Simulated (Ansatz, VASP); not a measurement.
# Ge3Pd in VASP and in Ansatz

```
CELL_PARAMETERS angstrom
4.02849 0.00000 0.00000
0.00000 4.02849 0.00000
0.00000 0.00000 4.02849
ATOMIC_POSITIONS crystal
Ge 0.00000 0.50000 0.50000
Ge 0.50000 0.00000 0.50000
Ge 0.50000 0.50000 0.00000
Pd 0.00000 0.00000 0.00000
```

Alike in both runs: task single point; functional LDA; k mesh 6 × 6 × 6; no spin polarisation.

|  | VASP | Ansatz |
| --- | --- | --- |
| version | VASP 6.6.1 | Ansatz 0.2.0 |
| potentials or method | VASP PAW LDA potentials, release 64 (Ge_d, Pd), cutoff 520 eV | plane waves, PAW |
| occupations | fermi-dirac, width 0.1 eV | fermi-dirac |
| valence electrons in the cell | 52 | 60 |

Ansatz gave:

```
pressure (GPa) : 1.2
```

Problem. Which values does VASP return?

Solution. Pressure (GPa): 1.6.

LDA's correlation is that of Perdew and Zunger in VASP and of Perdew and Wang (1992) in Ansatz. VASP's potentials hold 52 valence electrons a cell and Ansatz's 60, so a difference there can come from the potentials and not from the codes. Ansatz's warnings: stress scf threshold loose.
